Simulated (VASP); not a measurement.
Here is a VASP 6.6.1 calculation.

POSCAR

```
Hf8CO16
1.0
   -0.8929106200      5.2124939800      5.2775973300
    4.2687115500      0.0000000000      5.2725637200
    5.1616221700      5.2124939800     -0.0050336100
Hf O C
8 16 1
Direct
    0.4457993000      0.2662433100      0.0025619600
    0.9549481900      0.7695805500      0.5083846200
    0.0006347100      0.7815716800      0.9481562100
    0.5390853400      0.2543664400      0.4409700700
    0.0591167100      0.2273421200      0.4808137800
    0.5369663700      0.7352311900      0.9881704800
    0.4998197700      0.7189135100      0.5539852800
    0.9880589200      0.2268862600      0.0419618100
    0.1248035900      0.8496583300      0.6186717500
    0.6356116400      0.3394899200      0.1055638900
    0.1086813300      0.4213038900      0.1353319700
    0.6103347700      0.9132716200      0.6344237100
    0.3707548100      0.6536454100      0.8743020500
    0.8684111300      0.1620779100      0.3873718100
    0.3931184900      0.0821838700      0.3645979300
    0.8906723300      0.5837619000      0.8621380100
    0.3020493800      0.0571422400      0.0111029800
    0.8154743100      0.5313114900      0.5305423300
    0.0435296900      0.1299464800      0.7940731900
    0.5285355100      0.6276148500      0.3091732600
    0.2205107200      0.4758799900      0.4431715000
    0.6914250000      0.9655433900      0.9572971500
    0.4736305800      0.3735264300      0.6836778900
    0.9274828200      0.8950057200      0.1943552400
    0.2719347500      0.6807826500      0.2830200000
```

INCAR.step1

```
PREC = Accurate
ENCUT = 520
EDIFF = 1E-5
ISMEAR = -1
SIGMA = 0.01
LREAL = False
LASPH = True
NELM = 120
ALGO = Normal
ISIF = 2
LWAVE = True
LCHARG = False
GGA = PE
NBANDS = 108
GGA_COMPAT = False
```

The input INCAR.step2:

```
PREC = Accurate
ENCUT = 520
EDIFF = 1E-6
ISMEAR = -1
SIGMA = 0.01
LREAL = False
LASPH = True
NELM = 120
ALGO = Normal
ISIF = 2
LWAVE = False
LCHARG = False
GGA = PE
LHFCALC = True
HFSCREEN = 0.2079
PRECFOCK = Fast
ISTART = 1
NBANDS = 108
GGA_COMPAT = False
```

File KPOINTS:

```
Automatic mesh
0
Gamma
  1 1 1
  0.25 0.25 0.25
```

Potentials or basis: VASP PAW PBE potentials, release 64 (Hf_pv, O, C).

The run is started by

```console
$ cat potpaw_PBE.64/Hf_pv/POTCAR potpaw_PBE.64/O/POTCAR potpaw_PBE.64/C/POTCAR > POTCAR
$ cp INCAR.step1 INCAR
$ mpirun -np 1 vasp_std > vasp.out
$ cp INCAR.step2 INCAR
$ mpirun -np 1 vasp_std > vasp.out
```

Task: Predict the band gap on the k mesh.

Result: 4.01 eV.

Task: Predict the pressure.

Result: -6.8 GPa.

Task: Predict the largest force.

Result: 0.478 eV/Å.

Forces in eV/Å, atoms in the order of the input:
```
Hf  -0.319 -0.174 -0.071
Hf  -0.271  0.011  0.015
Hf   0.283 -0.145  0.202
Hf   0.107 -0.033  0.276
Hf   0.196  0.022 -0.098
Hf   0.377  0.069 -0.128
Hf  -0.283  0.058 -0.381
Hf  -0.231 -0.072 -0.241
O    0.149 -0.105 -0.090
O    0.170  0.036  0.008
O   -0.181  0.021 -0.032
O   -0.210 -0.141  0.067
O   -0.153  0.071  0.186
O   -0.067  0.038  0.015
O    0.285  0.051 -0.015
O    0.096  0.135  0.005
O    0.135  0.072  0.206
O    0.003  0.057  0.135
O    0.038 -0.124 -0.009
O    0.131 -0.191 -0.078
O   -0.023 -0.170  0.111
O    0.010  0.013 -0.100
O   -0.007  0.116  0.073
O   -0.191  0.214  0.111
C   -0.043  0.170 -0.169
```

Caveat: the k points lie up to 0.55 Å⁻¹ apart; the PAW data sets were made with another functional, which shifts forces and pressure a little; spin-orbit coupling is left out, which moves the levels of the heavy elements.
